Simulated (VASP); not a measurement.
Crystal: PdI (CsCl type).

```
Pd I
1.0
     3.08667    0.00000    0.00000
     0.00000    3.08667    0.00000
     0.00000    0.00000    3.08667
Pd I
1 1
Direct
  0.00000 0.00000 0.00000
  0.50000 0.50000 0.50000
```

* Program: VASP 6.6.1
* Task: relaxation of cell and atoms
* Functional: PBE
* Potentials or basis: VASP PAW PBE potentials, release 64 (Pd, I)
* Cutoff: 600 eV
* k mesh: 12 × 12 × 12
* Occupations: fermi-dirac, width 0.05 eV
* Spin: no spin polarisation

At the start: pressure 94.4 GPa; volume 14.70 Å³/atom.

Task: How do energy, volume and symmetry change on relaxing?

Result: Over 8 steps the energy falls by 1513.9 meV/atom and the volume is 22.88 Å³/atom (+55.6 %); space group Pm-3m (No. 221, to 0.1 Å) before and after.

Step by step:
| step | energy change (eV) | largest force (eV/Å) | pressure (GPa) | volume (Å³) |
| --- | --- | --- | --- | --- |
| 1 | 0.0000 | 0.0000 | 94.44 | 29.41 |
| 2 | -1.4249 | 0.0000 | -6.34 | 83.87 |
| 3 | -3.0092 | 0.0000 | -2.57 | 47.93 |
| 4 | -3.0212 | 0.0000 | -1.60 | 47.02 |
| 5 | -3.0277 | 0.0000 | 0.14 | 45.65 |
| 6 | -3.0274 | 0.0000 | -0.36 | 46.02 |
| 7 | -3.0277 | 0.0000 | 0.04 | 45.72 |
| 8 | -3.0277 | 0.0000 | 0.00 | 45.75 |

Final structure:
```
Pd I
1.0
     3.57655    0.00000    0.00000
     0.00000    3.57655    0.00000
     0.00000    0.00000    3.57655
Pd I
1 1
Direct
  0.00000 0.00000 0.00000
  0.50000 0.50000 0.50000
```

Caveat: the volume moved by over 15 % at a fixed basis, so the end points are rough; an odd number of electrons without spin polarisation forces a metal; a magnetic or distorted state may lie lower.
